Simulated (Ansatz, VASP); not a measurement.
# One calculation of TePt3, two programs

The input INCAR:

```
SYSTEM = TePt3
PREC = Accurate ; ENCUT = 500
EDIFF = 1E-6 ; ISMEAR = 0
SIGMA = 0.1 ; LREAL = .FALSE.
LASPH = .TRUE. ; NELM = 120
ALGO = Normal ; ISIF = 2
LWAVE = .FALSE. ; LCHARG = .TRUE.
GGA = PE ; LELF = .TRUE.
LVHAR = .TRUE. ; NBANDS = 26
GGA_COMPAT = .FALSE.
```

The input KPOINTS:

```
regular mesh
0
G
  12 12 12
  0 0 0
```

POSCAR

```
TePt3
1.0
    4.1294567383      0.0000000000      0.0000000000
    0.0000000000      4.1294567383      0.0000000000
    0.0000000000      0.0000000000      4.1294567383
Te Pt
1 3
Direct
    0.0000000000      0.0000000000      0.0000000000
    0.0000000000      0.5000000000      0.5000000000
    0.5000000000      0.0000000000      0.5000000000
    0.5000000000      0.5000000000      0.0000000000
```

Input for Ansatz:

```yaml
crystal:
  lattice:
    - [4.1294567383, 0.0, 0.0]
    - [0.0, 4.1294567383, 0.0]
    - [0.0, 0.0, 4.1294567383]
  atoms:
    - { symbol: Te, position: [0.0, 0.0, 0.0] }
    - { symbol: Pt, position: [0.0, 0.5, 0.5] }
    - { symbol: Pt, position: [0.5, 0.0, 0.5] }
    - { symbol: Pt, position: [0.5, 0.5, 0.0] }
basis:
  ecutwfc: 420
kpoints:
  mp_grid: { grid: [12, 12, 12] }
  band_path:
    path:
      - [[0.0, 0.0, 0.0], [0.0, 0.5, 0.0], [0.5, 0.5, 0.0], [0.0, 0.0, 0.0], [0.5, 0.5, 0.5], [0.0, 0.5, 0.0]]
      - [[0.5, 0.5, 0.5], [0.5, 0.5, 0.0]]
    npoints: 14
hamiltonian:
  xc: pbe
scf:
  occupations: { method: gaussian, width: 0.1 }
  n_extra_bands: 10
output:
  forces: true
  stress: true
  eigenvalues: true
  populations: true
  dos: { projected: true, de: 0.02, nscf_kmesh: { grid: [15, 15, 15] } }
  bader: true
  write_density: true
  write_potential: true
  elf: true
  volumetric_format: npy
```

Alike in both runs: task single point; functional PBE; k mesh 12 × 12 × 12; occupations gaussian, width 0.1 eV; no spin polarisation.

|  | VASP | Ansatz |
| --- | --- | --- |
| version | VASP 6.6.1 | Ansatz 0.2.0 |
| potentials or method | VASP PAW PBE potentials, release 64 (Te, Pt), cutoff 500 eV | scalar-relativistic, plane waves, PAW |
| valence electrons in the cell | 36 | 70 |

|  | VASP | Ansatz | Ansatz less VASP |
| --- | --- | --- | --- |
| gap on the k mesh at the Fermi level (eV) | none | none | - |
| pressure (GPa) | -0.3 | 0.0 | +0.34 |

A gap of «none» marks a metal or a gap that the smearing closes. VASP's potentials hold 36 valence electrons a cell and Ansatz's 70, so a difference there can come from the potentials and not from the codes.

Neither program's run includes spin-orbit coupling.
